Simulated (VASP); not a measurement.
# Al3N (Cmmm) in VASP: relaxation of cell and atoms with PBE

Aim: the relaxation of cell and atoms of Al3N with PBE.

Program: VASP 6.6.1. These are calculated values, not measurements. Logs are shortened: lines on timing, memory, paths and dates and some standing lists are left out, and cuts for length are marked.

## 1. The cell of the first run

Symmetry: Cmmm, No. 65, orthorhombic system. Conventional cell: a = 2.804 Å, b = 5.524 Å, c = 7.371 Å, α = 90.00°, β = 90.00°, γ = 90.00°. Within 2.5 Å of Al (site symmetry mm2) lie 2 N at 1.92 Å. Al (site symmetry mmm) has 14 Al at 2.75 to 3.64 Å and 2 N at 3.69 Å within 3.7 Å. Within 2.5 Å of N (site symmetry mmm) lie 4 Al at 1.92 Å.

The cell was generated, and may not be a known phase.

## 2. Relaxation of cell and atoms, PBE

Input file INCAR:

```
PREC     = Accurate       # precision mode
ENCUT    = 600            # plane-wave cutoff, eV
EDIFF    = 1E-7           # SCF threshold, eV
ISMEAR   = 0              # smearing method
SIGMA    = 0.1            # smearing width, eV
LREAL    = False          # projectors in reciprocal space
LASPH    = True           # aspherical terms in the spheres
NELM     = 80             # most SCF steps
ALGO     = Fast           # electronic algorithm
ISIF     = 3              # what is computed and relaxed
LWAVE    = False          # write WAVECAR
LCHARG   = False          # write CHGCAR
GGA      = PE             # functional
IBRION   = 2              # ionic algorithm
NSW      = 100            # ionic steps
EDIFFG   = -0.01          # ionic threshold
```

Input file KPOINTS:

```
Automatic mesh
0
Gamma
  18 18 6
```

Input file POSCAR:

```
Al3N
1.0
    1.4018569046     -2.7621770806      0.0000000000
    1.4018569046      2.7621770806      0.0000000000
    0.0000000000      0.0000000000      7.3707698200
Al N
3 1
Direct
    0.5000000000      0.5000000000      0.8216778994
    0.0000000000      0.0000000000      0.5000000000
    0.5000000000      0.5000000000      0.1783221006
    0.0000000000      0.0000000000      0.0000000000
```

Potentials or basis: VASP PAW PBE potentials, release 64 (Al, N).

Launch:

```console
> cat potpaw_PBE.64/Al/POTCAR potpaw_PBE.64/N/POTCAR > POTCAR
> mpirun -np 1 vasp_std > vasp.out
```

OUTCAR:

```text
PREC = Accurate
   ENCUT = 600
   EDIFF = 1E-7
   ISMEAR = 0
   LREAL = False
   LASPH = True
   NELM = 80
   ISIF = 3
   GGA = PE
   IBRION = 2
   NSW = 100
   EDIFFG = -0.01

 ion  position               nearest neighbor table
   1  0.500  0.500  0.822-   4 1.92   4 1.92   3 2.63   2 2.75   2 2.75
   2  0.000  0.000  0.500-   1 2.75   3 2.75   1 2.75   3 2.75
   3  0.500  0.500  0.178-   4 1.92   4 1.92   1 2.63   2 2.75   2 2.75
   4  0.000  0.000  0.000-   1 1.92   3 1.92   1 1.92   3 1.92

  LATTYP: Found a base centered orthorhombic cell.
 ALAT       =     2.8037138092
 B/A-ratio  =     1.9703702079
 C/A-ratio  =     2.6289308830

  Lattice vectors:

 A1 = (   1.4018569046,  -2.7621770806,   0.0000000000)
 A2 = (   1.4018569046,   2.7621770806,   0.0000000000)
 A3 = (   0.0000000000,   0.0000000000,   7.3707698200)

Analysis of symmetry for initial positions (statically):
=====================================================================
 Subroutine PRICEL returns:
 Original cell was already a primitive cell.

 Routine SETGRP: Setting up the symmetry group for a
 base centered orthorhombic supercell.

 Subroutine GETGRP returns: Found  8 space group operations
 (whereof  8 operations were pure point group operations)
 out of a pool of  8 trial point group operations.

The static configuration has the point symmetry D_2h.

Analysis of symmetry for dynamics (positions and initial velocities):
=====================================================================
 Subroutine PRICEL returns:
 Original cell was already a primitive cell.

 Routine SETGRP: Setting up the symmetry group for a
 base centered orthorhombic supercell.

 Subroutine GETGRP returns: Found  8 space group operations
 (whereof  8 operations were pure point group operations)
 out of a pool of  8 trial point group operations.

The dynamic configuration has the point symmetry D_2h.

 Subroutine INISYM returns: Found  8 space group operations
 (whereof  8 operations are pure point group operations),
 and found     1 'primitive' translations

----------------------------------------------------------------------------------------

                                     Primitive cell

  volume of cell :      57.0819

  direct lattice vectors                    reciprocal lattice vectors
     1.401856905 -2.762177081  0.000000000     0.356669784 -0.181016635  0.000000000
     1.401856905  2.762177081  0.000000000     0.356669784  0.181016635  0.000000000
     0.000000000  0.000000000  7.370769820     0.000000000  0.000000000  0.135671039

  length of vectors
     3.097551453  3.097551453  7.370769820     0.399975446  0.399975446  0.135671039

  position of ions in fractional coordinates (direct lattice)
     0.500000000  0.500000000  0.821677899
     0.000000000  0.000000000  0.500000000
     0.500000000  0.500000000  0.178322101
     0.000000000  0.000000000  0.000000000

  ion indices of the primitive-cell ions
   primitive index   ion index
                 1           1
                 2           2
                 3           3
                 4           4

----------------------------------------------------------------------------------------

 KPOINTS: Automatic mesh

Automatic generation of k-mesh.
 Grid dimensions read from file:
 generate k-points for:   18   18    6

 Generating k-lattice:

  Cartesian coordinates                     Fractional coordinates (reciprocal lattice)
     0.019814988 -0.010056480  0.000000000     0.055555556 -0.000000000  0.000000000
     0.019814988  0.010056480  0.000000000    -0.000000000  0.055555556  0.000000000
     0.000000000  0.000000000  0.022611840     0.000000000  0.000000000  0.166666667

  Length of vectors
     0.022220858  0.022220858  0.022611840

  Shift w.r.t. Gamma in fractional coordinates (k-lattice)
     0.000000000  0.000000000  0.000000000

 Subroutine IBZKPT returns following result:
 ===========================================

 Found    364 irreducible k-points:

 Following reciprocal coordinates:
            Coordinates               Weight
  0.000000  0.000000  0.000000      1.000000
  0.055556 -0.000000  0.000000      4.000000
  0.111111 -0.000000  0.000000      4.000000
  0.166667  0.000000  0.000000      4.000000
  0.222222 -0.000000  0.000000      4.000000
  0.277778  0.000000  0.000000      4.000000
[... 16 lines left out ...]
 -0.277778  0.055556  0.000000      4.000000
 -0.222222  0.055556  0.000000      4.000000
 [... further k-points ...]
   k-points           NKPTS =    364   k-points in BZ     NKDIM =    364   number of bands    NBANDS=     11
   number of dos      NEDOS =    301   number of ions     NIONS =      4
   total plane-waves  NPLWV =  47040
   dimension x,y,z NGX =    28 NGY =   28 NGZ =   60
   dimension x,y,z NGXF=    56 NGYF=   56 NGZF=  120
   ions per type =               3   1
   NGX,Y,Z   is equivalent  to a cutoff of  15.03, 15.03, 13.53 a.u.
   NGXF,Y,Z  is equivalent  to a cutoff of  30.06, 30.06, 27.07 a.u.
 SYSTEM =  unknown system
   PREC   = accura    normal or accurate (medium, high low for compatibility)
   ISTART =      0    job   : 0-new  1-cont  2-samecut
   ICHARG =      2    charge: 1-file 2-atom 10-const
   ISPIN  =      1    spin polarized calculation?
   LNONCOLLINEAR =      F non collinear calculations
   LSORBIT =      F    spin-orbit coupling
   LASPH  =      T    aspherical Exc in radial PAW
   ENCUT  =  600.0 eV  44.10 Ry    6.64 a.u.   6.19  6.19 14.72*2*pi/ulx,y,z
   NELM   =     80;   NELMIN=  2; NELMDL= -5     # of ELM steps
   EDIFF  = 0.1E-06   stopping-criterion for ELM
   LREAL  =      F    real-space projection
   EDIFFG = -.1E-01   stopping-criterion for IOM
   NSW    =    100    number of steps for IOM
   IBRION =      2    ionic relax: 0-MD 1-quasi-New 2-CG
   NFREE  =      1    steps in history (QN), initial steepest desc. (CG)
   ISIF   =      3    stress and relaxation
   ISYM   =      2    0-nonsym 1-usesym 2-fastsym
   POTIM  = 0.5000    time-step for ionic-motion
   TEBEG  =    0.0;   TEEND  =   0.0 temperature during run
   PSTRESS=    0.0 pullay stress
   NELECT =      14.0000    total number of electrons
   NUPDOWN=      -1.0000    fix difference up-down
   EMIN   =  10.00;   EMAX   =-10.00  energy-range for DOS
   EFERMI =   0.00;   METHOD = LEGACY
   ISMEAR =     0;   SIGMA  =   0.10  broadening in eV -4-tet -1-fermi 0-gaus
   EFERMI_NEDOS =   21; number of points for ismear=-14 and -15
   IALGO  =     68    algorithm
   IMIX   =      4    mixing-type and parameters
     AMIX     =   0.40;   BMIX     =  1.00
     AMIX_MAG =   1.60;   BMIX_MAG =  1.00
  volume/ion in A,a.u.               =      14.27        96.30
  Fermi-wavevector in a.u.,A,eV,Ry     =   1.024751  1.936498 14.287664  1.050114
  Thomas-Fermi vector in A             =   2.158554
   LORBIT       =      0    0 simple, 1 ext, 2 COOP (PROOUT), +10 PAW based schemes
   GGA     = PE    functional components
   LHFCALC =     F    Hartree Fock is set to
   AEXX    =    0.0000 exact exchange contribution
   IVDW    =     0    specifies the selected vdW correction
   LEPSILON=     F    determine dielectric tensor
   LRPA    =     F    only Hartree local field effects (RPA)
 conjugate gradient relaxation of ions
 non-spin polarized calculation
 RMM-DIIS sequential band-by-band and
 Gauss-broadening in eV      SIGMA  =   0.10
  energy-cutoff  :      600.00
  volume of cell :       57.08
 maximum number of plane-waves:      1942
 NGX is ok and might be reduce to    28
   NGX = 13   NGY = 13   NGZ = 29

--------------------------------------- Ionic step        1  -------------------------------------------

 number of electron      14.0000000 magnetization

 Free energy of the ion-electron system (eV)
  ---------------------------------------------------
  ext. energy  EPLUGINS =         0.00000000
  ---------------------------------------------------
  free energy    TOTEN  =       -20.17007447 eV

  energy without entropy =      -20.16355427  energy(sigma->0) =      -20.16681437

------------------------ aborting loop because EDIFF is reached ----------------------------------------

  FORCE on cell =-STRESS in cart. coord.  units (eV):
  Direction    XX          YY          ZZ          XY          YZ          ZX
  --------------------------------------------------------------------------------------
  -------------------------------------------------------------------------------------
  Total       -0.1827860      0.8996564     -1.2357721      0.0000000      0.0000000      0.0000000
  in kB       -5.1304514     25.2516172    -34.6857361      0.0000000      0.0000000      0.0000000
  external PRESSURE =      -4.8548567 kB  Pullay stress =       0.0000000 kB
[... 95 lines left out ...]
  FREE ENERGIE OF THE ION-ELECTRON SYSTEM (eV)
  ---------------------------------------------------
  free  energy   TOTEN  =       -20.1891963562 eV

  energy  without entropy=      -20.1824368600  energy(sigma->0) =      -20.18581661

[... ionic steps 4 to 12 ...]

--------------------------------------- Ionic step       13  -------------------------------------------

 number of electron      13.9999999 magnetization

------------------------ aborting loop because EDIFF is reached ----------------------------------------
[... 71 lines left out ...]
--------------------------------------- Ionic step       15  -------------------------------------------

 number of electron      13.9999999 magnetization

 Free energy of the ion-electron system (eV)
  ---------------------------------------------------
  ext. energy  EPLUGINS =         0.00000000
  ---------------------------------------------------
  free energy    TOTEN  =       -20.20773559 eV

  energy without entropy =      -20.20192484  energy(sigma->0) =      -20.20483022

 E-fermi :   7.5362     XC(G=0): -10.1841

 val. band max:        7.5335447029   @ k =   0.3333   0.2222   0.3333
 cond. band min:       7.5386052600   @ k =   0.3889   0.2778   0.0000
 fundamental gap:      0.0050605570
 Fermi energy:         7.5362233123

 k-point     1 :       0.0000    0.0000    0.0000
  band No.  band energies     occupation
      1      -9.5029      2.00000
      2      -1.8693      2.00000
      3      -1.6628      2.00000
      4       3.9504      2.00000
      5       4.5680      2.00000
      6       5.4491      2.00000
      7       5.6756      2.00000
      8      11.2889      0.00000
      9      12.2443      0.00000
     10      14.2705      0.00000
     11      15.2723      0.00000
[... 309 lines left out ...]
 k-point    24 :      -0.2222    0.0556    0.0000
  band No.  band energies     occupation
      1      -9.0365      2.00000
      2      -1.0690      2.00000
      3      -0.9614      2.00000
      4       2.7798      2.00000
      5       4.3804      2.00000
      6       4.5328      2.00000
      7       6.9374      2.00000
      8      10.9247      0.00000
      9      11.0786      0.00000
     10      12.2505      0.00000
     11      13.7917      0.00000

 [... further k-points ...]

------------------------ aborting loop because EDIFF is reached ----------------------------------------

  FORCE on cell =-STRESS in cart. coord.  units (eV):
  Direction    XX          YY          ZZ          XY          YZ          ZX
  --------------------------------------------------------------------------------------
  -------------------------------------------------------------------------------------
  Total       -0.0220125      0.0056927     -0.0304287      0.0000000      0.0000000      0.0000000
  in kB       -0.6056248      0.1566233     -0.8371792      0.0000000      0.0000000      0.0000000
  external PRESSURE =      -0.4287269 kB  Pullay stress =       0.0000000 kB
[... 19 lines left out ...]
  FREE ENERGIE OF THE ION-ELECTRON SYSTEM (eV)
  ---------------------------------------------------
  free  energy   TOTEN  =       -20.2077355880 eV

  energy  without entropy=      -20.2019248431  energy(sigma->0) =      -20.20483022

 reached required accuracy - stopping structural energy minimisation
```

It took 51 min on 1 thread of Oxide Virtual Turin-like, shared host; peak memory 0.4 GiB.

What came out:

- Free energy: -20.2077 eV
- Relaxed volume: 14.56 Å³/atom
- Relaxed cell: a = 3.209 Å, b = 3.209 Å, c = 7.198 Å, α = 90.00°, β = 90.00°, γ = 128.23°
- Space group after relaxing (to 0.1 Å): Cmmm (No. 65)
- Energy gained by relaxing: 9.4 meV/atom
- Ionic steps: 15
- Pressure after relaxing: 0.0 GPa
- Largest force after relaxing: 0.007 eV/Å
- Band gap on the k mesh: zero (bands 7 and 8 overlap by 3.42 eV)

Forces in eV/Å, atoms in the order of the input:
```
Al   0.000  0.000  0.007
Al   0.000  0.000  0.000
Al   0.000  0.000 -0.007
N    0.000  0.000  0.000
```

Stress tensor (GPa, compression positive):
```
-0.06  0.00  0.00
 0.00  0.02  0.00
 0.00  0.00 -0.08
```

The path:
```tsv
step	energy change (eV)	largest force (eV/Å)	pressure (GPa)	volume (Å³)
1	0.0000	0.1039	-0.49	57.08
2	-0.0182	0.3753	1.27	56.72
3	-0.0191	0.4493	1.78	56.61
4	-0.0306	0.2155	1.15	56.99
5	-0.0354	0.0947	0.48	57.47
6	-0.0354	0.0695	0.53	57.43
7	-0.0362	0.0500	0.23	57.65
8	-0.0365	0.0072	-0.45	58.15
9	-0.0366	0.0227	-0.20	57.97
10	-0.0372	0.0284	-0.03	58.02
11	-0.0373	0.0692	0.11	58.07
12	-0.0376	0.0100	0.03	58.17
13	-0.0376	0.0137	0.03	58.17
14	-0.0376	0.0045	0.00	58.20
15	-0.0377	0.0065	-0.04	58.23
```

Final structure:
```xyz
4
Lattice="1.4011 -2.8873 0.0000 1.4011 2.8873 0.0000 0.0000 0.0000 7.1977" Properties=species:S:1:pos:R:3 pbc="T T T"
Al    1.4011    0.0000    5.8872
Al    0.0000    0.0000    3.5988
Al    1.4011    0.0000    1.3105
N     0.0000    0.0000    0.0000
```

Levels at points of the mesh, in eV from the Fermi level:
| k point | band 3 | band 4 | band 5 | band 6 | band 7 | band 8 | band 9 | band 10 | band 11 |
| --- | --- | --- | --- | --- | --- | --- | --- | --- | --- |
| (0.00, 0.00, 0.00) | -9.20 | -3.59 | -2.97 | -2.09 | -1.86 | 3.75 | 4.71 | 6.73 | 7.74 |
| (0.50, 0.00, 0.00) | -6.14 | -4.04 | -3.69 | -2.78 | -1.86 | 0.09 | 2.21 | 3.85 | 3.94 |
| (0.50, 0.50, 0.00) | -6.99 | -6.06 | -3.59 | -3.37 | -2.61 | -1.64 | 2.47 | 3.14 | 5.21 |
| (0.00, 0.00, 0.50) | -6.77 | -6.53 | -2.97 | -2.09 | 0.97 | 1.92 | 6.28 | 6.47 | 6.62 |
| (0.50, 0.00, 0.50) | -6.30 | -4.32 | -2.94 | -2.65 | -1.61 | -0.57 | 1.62 | 2.99 | 4.38 |
| (0.50, 0.50, 0.50) | -6.91 | -4.60 | -4.44 | -3.38 | -3.37 | -0.36 | 0.36 | 4.53 | 5.18 |
